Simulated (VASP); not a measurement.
# Sc12F (a cell with a defect) in VASP: a series of runs

Sc12F (a cell with a defect) is run at these levels: PBE; tasks: single point.

Program: VASP 6.6.1. These are calculated values, not measurements. Logs are shortened: lines on timing, memory, paths and dates and some standing lists are left out, and cuts for length are marked.

### 1 The cell of the first run

The cell holds a defect, 13 atoms: a = 6.620 Å, b = 9.930 Å, c = 5.276 Å, α = 90.00°, β = 90.00°, γ = 120.00°.

### 2 Single point, PBE

Input file INCAR:

```
PREC = Accurate
ENCUT = 520
EDIFF = 1E-6
ISMEAR = 0
SIGMA = 0.05
LREAL = False
LASPH = True
NELM = 60
ALGO = Normal
ISIF = 2
LWAVE = False
LCHARG = True
GGA = PE
LELF = True
LVHAR = True
NBANDS = 82
```

Input file KPOINTS:

```
Automatic mesh
0
Gamma
  3 2 3
```

Input file POSCAR:

```
Sc12F
1.0
    6.6200000000      0.0000000000      0.0000000000
   -4.9650000000      8.5996320000      0.0000000000
    0.0000000000      0.0000000000      5.2761400000
Sc F
12 1
Direct
   -0.0182685109     -0.0065441172      0.0031132608
    0.1607383050      0.2324335506      0.4922498266
   -0.0013761348      0.3325448112     -0.0023695353
    0.1647962557      0.5549678172      0.5014823337
    0.0014107670      0.6699037819      0.0013354460
    0.1555373891      0.8736748270      0.4943041693
    0.5070732266     -0.0096548317      0.0038177531
    0.6860675591      0.2302163627      0.4932905495
    0.5160305257      0.3535917583      0.0040008415
    0.6707224156      0.5601358291      0.5011984140
    0.5034300242      0.6681403344      0.0047282673
    0.6629083378      0.8842556286      0.4989126521
    0.3303983953      0.1092838624      0.5843895348
```

Potentials or basis: VASP PAW PBE potentials, release 64 (Sc_sv, F).

Started as:

```sh
$ cat potpaw_PBE.64/Sc_sv/POTCAR potpaw_PBE.64/F/POTCAR > POTCAR
$ mpirun -np 1 vasp_std > vasp.out
```

OUTCAR:

```text
PREC = Accurate
   ENCUT = 520
   EDIFF = 1E-6
   ISMEAR = 0
   LREAL = False
   LASPH = True
   NELM = 60
   ISIF = 2
   GGA = PE

 ion  position               nearest neighbor table
   1  0.982  0.993  0.003-   7 3.13  12 3.19  11 3.20  12 3.23   5 3.28   6 3.29   2 3.30   3 3.31
                             6 3.36   2 3.39
   2  0.161  0.232  0.492-  13 2.09   8 3.13   3 3.17   4 3.19   3 3.21   9 3.28   1 3.30  10 3.32
                            12 3.38   9 3.38   1 3.39
   3  0.999  0.333  0.998-   2 3.17   8 3.17   8 3.21   2 3.21   4 3.24   4 3.28   9 3.30   1 3.31
                             9 3.33   7 3.33  11 3.34   5 3.34
   4  0.165  0.555  0.501-   2 3.19   6 3.20   8 3.20   3 3.24  11 3.26   5 3.27   5 3.27   3 3.28
                            12 3.28  11 3.29  10 3.30  10 3.32
   5  0.001  0.670  0.001-   6 3.14   9 3.18   6 3.20  10 3.25  10 3.25   4 3.27   4 3.27   7 3.27
                             1 3.28  11 3.29  11 3.33   3 3.34
   6  0.156  0.874  0.494-  13 2.08   5 3.14  10 3.16   4 3.20   5 3.20   7 3.28   1 3.29  12 3.31
                            12 3.32   7 3.36   1 3.36
   7  0.507  0.990  0.004-   1 3.13  12 3.18  11 3.19  12 3.22   5 3.27   6 3.28   8 3.31   3 3.33
                             6 3.36   8 3.39
   8  0.686  0.230  0.493-  13 2.10   2 3.13   3 3.17   4 3.20   3 3.21   9 3.29   7 3.31  10 3.33
                            12 3.36   9 3.38   7 3.39
   9  0.516  0.354  0.004-  11 3.17  10 3.17   5 3.18  10 3.19   2 3.28   8 3.29   3 3.30   3 3.33
                             8 3.38   2 3.38
  10  0.671  0.560  0.501-   6 3.16   9 3.17   9 3.19  11 3.23  12 3.24   5 3.25   5 3.25  11 3.26
                             4 3.30   2 3.32   4 3.32   8 3.33
  11  0.503  0.668  0.005-   9 3.17   7 3.19   1 3.20  12 3.20  10 3.23  12 3.25  10 3.26   4 3.26
                             5 3.29   4 3.29   5 3.33   3 3.34
  12  0.663  0.884  0.499-   7 3.18   1 3.19  11 3.20   7 3.22   1 3.23  10 3.24  11 3.25   4 3.28
                             6 3.31   6 3.32   8 3.36   2 3.38
  13  0.330  0.109  0.584-   6 2.08   2 2.09   8 2.10

  LATTYP: Found a simple monoclinic cell.
 ALAT       =     6.6200000000
 B/A-ratio  =     0.7970000000
 C/A-ratio  =     1.3228756170
 COS(beta)  =    -0.1889822420

  Lattice vectors:

 A1 = (   6.6200000000,   0.0000000000,   0.0000000000)
 A2 = (   0.0000000000,   0.0000000000,   5.2761400000)
 A3 = (  -1.6550000000,  -8.5996320000,   0.0000000000)

Analysis of symmetry for initial positions (statically):
=====================================================================
 Subroutine PRICEL returns:
 Original cell was already a primitive cell.

 Routine SETGRP: Setting up the symmetry group for a
 simple monoclinic supercell.

 Subroutine GETGRP returns: Found  1 space group operations
 (whereof  1 operations were pure point group operations)
 out of a pool of  4 trial point group operations.

The static configuration has the point symmetry C_1 .

Analysis of symmetry for dynamics (positions and initial velocities):
=====================================================================
 Subroutine PRICEL returns:
 Original cell was already a primitive cell.

 Routine SETGRP: Setting up the symmetry group for a
 simple monoclinic supercell.

 Subroutine GETGRP returns: Found  1 space group operations
 (whereof  1 operations were pure point group operations)
 out of a pool of  4 trial point group operations.

The dynamic configuration has the point symmetry C_1 .

 Subroutine INISYM returns: Found  1 space group operations
 (whereof  1 operations are pure point group operations),
 and found     1 'primitive' translations

----------------------------------------------------------------------------------------

                                     Primitive cell

  volume of cell :     300.3683

  direct lattice vectors                    reciprocal lattice vectors
     6.620000000  0.000000000  0.000000000     0.151057402  0.087213034  0.000000000
    -4.965000000  8.599632000  0.000000000     0.000000000  0.116284046  0.000000000
     0.000000000  0.000000000  5.276140000     0.000000000  0.000000000  0.189532499

  length of vectors
     6.620000000  9.929999775  5.276140000     0.174426065  0.116284046  0.189532499

  position of ions in fractional coordinates (direct lattice)
     0.981731489  0.993455883  0.003113261
     0.160738305  0.232433551  0.492249827
     0.998623865  0.332544811  0.997630465
     0.164796256  0.554967817  0.501482334
     0.001410767  0.669903782  0.001335446
     0.155537389  0.873674827  0.494304169
     0.507073227  0.990345168  0.003817753
     0.686067559  0.230216363  0.493290550
     0.516030526  0.353591758  0.004000842
     0.670722416  0.560135829  0.501198414
     0.503430024  0.668140334  0.004728267
     0.662908338  0.884255629  0.498912652
     0.330398395  0.109283862  0.584389535
[... 34 lines left out ...]

  Shift w.r.t. Gamma in fractional coordinates (k-lattice)
     0.000000000  0.000000000  0.000000000

 -----------------------------------------------------------------------------
|                                                                             |
|           W    W    AA    RRRRR   N    N  II  N    N   GGGG   !!!           |
|           W    W   A  A   R    R  NN   N  II  NN   N  G    G  !!!           |
|           W    W  A    A  R    R  N N  N  II  N N  N  G       !!!           |
|           W WW W  AAAAAA  RRRRR   N  N N  II  N  N N  G  GGG   !            |
|           WW  WW  A    A  R   R   N   NN  II  N   NN  G    G                |
|           W    W  A    A  R    R  N    N  II  N    N   GGGG   !!!           |
|                                                                             |
|     Your reciprocal lattice and k-lattice belong to different lattice       |
|     classes:                                                                |
|                                                                             |
|        The reciprocal lattice is simple monoclinic,                         |
|        whereas your k-lattice is hexagonal.                                 |
|                                                                             |
|     Results are often still useful ...                                      |
|                                                                             |
 -----------------------------------------------------------------------------

 Subroutine IBZKPT returns following result:
 ===========================================

 Found     10 irreducible k-points:

 Following reciprocal coordinates:
            Coordinates               Weight
  0.000000  0.000000  0.000000      1.000000
  0.333333  0.000000  0.000000      2.000000
  0.000000  0.500000  0.000000      1.000000
  0.333333  0.500000  0.000000      2.000000
  0.000000  0.000000  0.333333      2.000000
  0.333333  0.000000  0.333333      2.000000
 -0.333333 -0.000000  0.333333      2.000000
  0.000000  0.500000  0.333333      2.000000
  0.333333  0.500000  0.333333      2.000000
 -0.333333  0.500000  0.333333      2.000000
   k-points           NKPTS =     10   k-points in BZ     NKDIM =     10   number of bands    NBANDS=     82
   number of dos      NEDOS =    301   number of ions     NIONS =     13
   total plane-waves  NPLWV = 160000
   dimension x,y,z NGX =    50 NGY =   80 NGZ =   40
   dimension x,y,z NGXF=   100 NGYF=  160 NGZF=   80
   ions per type =              12   1
   NGX,Y,Z   is equivalent  to a cutoff of  12.56, 13.39, 12.60 a.u.
   NGXF,Y,Z  is equivalent  to a cutoff of  25.11, 26.79, 25.21 a.u.
 SYSTEM =  unknown system
   PREC   = accura    normal or accurate (medium, high low for compatibility)
   ISTART =      0    job   : 0-new  1-cont  2-samecut
   ICHARG =      2    charge: 1-file 2-atom 10-const
   ISPIN  =      1    spin polarized calculation?
   LNONCOLLINEAR =      F non collinear calculations
   LSORBIT =      F    spin-orbit coupling
   LASPH  =      T    aspherical Exc in radial PAW
   ENCUT  =  520.0 eV  38.22 Ry    6.18 a.u.  12.31 18.46  9.81*2*pi/ulx,y,z
   NELM   =     60;   NELMIN=  2; NELMDL= -5     # of ELM steps
   EDIFF  = 0.1E-05   stopping-criterion for ELM
   LREAL  =      F    real-space projection
   EDIFFG = 0.1E-04   stopping-criterion for IOM
   NSW    =      0    number of steps for IOM
   IBRION =     -1    ionic relax: 0-MD 1-quasi-New 2-CG
   NFREE  =      0    steps in history (QN), initial steepest desc. (CG)
   ISIF   =      2    stress and relaxation
   ISYM   =      2    0-nonsym 1-usesym 2-fastsym
   POTIM  = 0.5000    time-step for ionic-motion
   TEBEG  =    0.0;   TEEND  =   0.0 temperature during run
   PSTRESS=    0.0 pullay stress
   NELECT =     139.0000    total number of electrons
   NUPDOWN=      -1.0000    fix difference up-down
   EMIN   =  10.00;   EMAX   =-10.00  energy-range for DOS
   EFERMI =   0.00;   METHOD = LEGACY
   ISMEAR =     0;   SIGMA  =   0.05  broadening in eV -4-tet -1-fermi 0-gaus
   EFERMI_NEDOS =   21; number of points for ismear=-14 and -15
   IALGO  =     38    algorithm
   IMIX   =      4    mixing-type and parameters
     AMIX     =   0.40;   BMIX     =  1.00
     AMIX_MAG =   1.60;   BMIX_MAG =  1.00
  volume/ion in A,a.u.               =      23.11       155.92
  Fermi-wavevector in a.u.,A,eV,Ry     =   1.266276  2.392915 21.816328  1.603455
  Thomas-Fermi vector in A             =   2.399485
   LORBIT       =      0    0 simple, 1 ext, 2 COOP (PROOUT), +10 PAW based schemes
   GGA     = PE    functional components
   LHFCALC =     F    Hartree Fock is set to
   AEXX    =    0.0000 exact exchange contribution
   IVDW    =     0    specifies the selected vdW correction
   LEPSILON=     F    determine dielectric tensor
   LRPA    =     F    only Hartree local field effects (RPA)
 non-spin polarized calculation
 Gauss-broadening in eV      SIGMA  =   0.05
  energy-cutoff  :      520.00
  volume of cell :      300.37
 maximum number of plane-waves:      8103
 NGX is ok and might be reduce to    50
   NGX = 25   NGY = 37   NGZ = 19

 number of electron     139.0000002 magnetization

 Free energy of the ion-electron system (eV)
  ---------------------------------------------------
  ext. energy  EPLUGINS =         0.00000000
  ---------------------------------------------------
  free energy    TOTEN  =       -80.67384583 eV

  energy without entropy =      -80.64658040  energy(sigma->0) =      -80.66021311

 E-fermi :   3.8253     XC(G=0):  -9.9329

 val. band max:        3.8229373572   @ k =   0.0000   0.0000   0.0000
 cond. band min:       3.8294478478   @ k =  -0.3333  -0.0000   0.3333
 fundamental gap:      0.0065104906
 Fermi energy:         3.8252998098

 k-point     1 :       0.0000    0.0000    0.0000
  band No.  band energies     occupation
      1     -45.7205      2.00000
      2     -45.6951      2.00000
      3     -45.6891      2.00000
      4     -45.6636      2.00000
      5     -45.6564      2.00000
      6     -45.6446      2.00000
[... 829 lines left out ...]
     80       4.8170      0.00000
     81       4.9052      0.00000
 [bands above 81 left out]

------------------------ aborting loop because EDIFF is reached ----------------------------------------

  FORCE on cell =-STRESS in cart. coord.  units (eV):
  Direction    XX          YY          ZZ          XY          YZ          ZX
  --------------------------------------------------------------------------------------
  -------------------------------------------------------------------------------------
  Total        3.3477954      3.9688738      1.1537120     -0.0460517      0.1467612      0.0794248
  in kB       17.8572805     21.1701388      6.1539479     -0.2456416      0.7828304      0.4236550
  external PRESSURE =      15.0604557 kB  Pullay stress =       0.0000000 kB

 VOLUME and BASIS-vectors are now :
 -----------------------------------------------------------------------------
  energy-cutoff  :      520.00
  volume of cell :      300.37
      direct lattice vectors                 reciprocal lattice vectors
     6.620000000  0.000000000  0.000000000     0.151057402  0.087213034  0.000000000
    -4.965000000  8.599632000  0.000000000     0.000000000  0.116284046  0.000000000
     0.000000000  0.000000000  5.276140000     0.000000000  0.000000000  0.189532499

 POSITION                                       TOTAL-FORCE (eV/Angst)
 -----------------------------------------------------------------------------------
      1.56655      8.54336      0.01643         0.033788      0.028648     -0.039878
     -0.08994      1.99884      2.59718        -0.005685     -0.007893     -0.181739
      4.95981      2.85976      5.26364         0.002149      0.006685     -0.105052
     -1.66446      4.77252      2.64589        -0.001645     -0.007875     -0.058322
     -3.31673      5.76093      0.00705         0.003426     -0.014551     -0.061610
     -3.30814      7.51328      2.60802         0.008615      0.010282     -0.158099
     -1.56024      8.51660      0.02014        -0.024138      0.036210     -0.029288
      3.39874      1.97978      2.60267         0.005851     -0.022429     -0.166534
      1.66054      3.04076      0.02111        -0.002730     -0.059550     -0.026513
      1.65911      4.81696      2.64439         0.003210     -0.001273     -0.061357
      0.01539      5.74576      0.02495        -0.008735     -0.000405     -0.018976
     -0.00188      7.60427      2.63233        -0.002032      0.020467     -0.089875
      1.64464      0.93980      3.08332        -0.012074      0.011682      0.997243
 -----------------------------------------------------------------------------------
    total drift:                               -0.000444      0.000731     -0.000931

  FREE ENERGIE OF THE ION-ELECTRON SYSTEM (eV)
  ---------------------------------------------------
  free  energy   TOTEN  =       -80.6738458275 eV

  energy  without entropy=      -80.6465803987  energy(sigma->0) =      -80.66021311
```

Wall time 11 min (1 thread of Intel Xeon Platinum 8259CL at 2.50GHz (Skylake/Cascade Lake), shared host); peak memory 0.48 GiB.

Results:

* Free energy: -80.6738 eV
* Pressure: 1.5 GPa
* Largest force: 0.997 eV/Å
* Band gap on the k mesh: zero (an odd number of electrons rules out a gap without spin polarisation)

Forces on the atoms (eV/Å):
```
Sc   0.034  0.029 -0.040
Sc  -0.006 -0.008 -0.182
Sc   0.002  0.007 -0.105
Sc  -0.002 -0.008 -0.058
Sc   0.003 -0.015 -0.062
Sc   0.009  0.010 -0.158
Sc  -0.024  0.036 -0.029
Sc   0.006 -0.022 -0.167
Sc  -0.003 -0.060 -0.027
Sc   0.003 -0.001 -0.061
Sc  -0.009  0.000 -0.019
Sc  -0.002  0.020 -0.090
F   -0.012  0.012  0.997
```

Stress tensor (GPa, compression positive):
```
 1.79 -0.02  0.04
-0.02  2.12  0.08
 0.04  0.08  0.62
```

Levels at points of the mesh, in eV from the Fermi level:
```
           k point  band 65  band 66  band 67  band 68  band 69  band 70  band 71  band 72  band 73  band 74
(0.00, 0.00, 0.00)    -0.54    -0.49    -0.47    -0.35    -0.31    -0.26    -0.17     0.00     0.19     0.39
(0.00, 0.50, 0.00)    -0.60    -0.51    -0.35    -0.32    -0.32    -0.28    -0.26     0.01     0.07     0.79
```

Caveat: the k points lie up to 0.40 Å⁻¹ apart, too coarse for converged energies and pressures of a metal; an odd number of electrons without spin polarisation forces a metal; a magnetic or distorted state may lie lower.

(Part 1 of 3 ends here.)
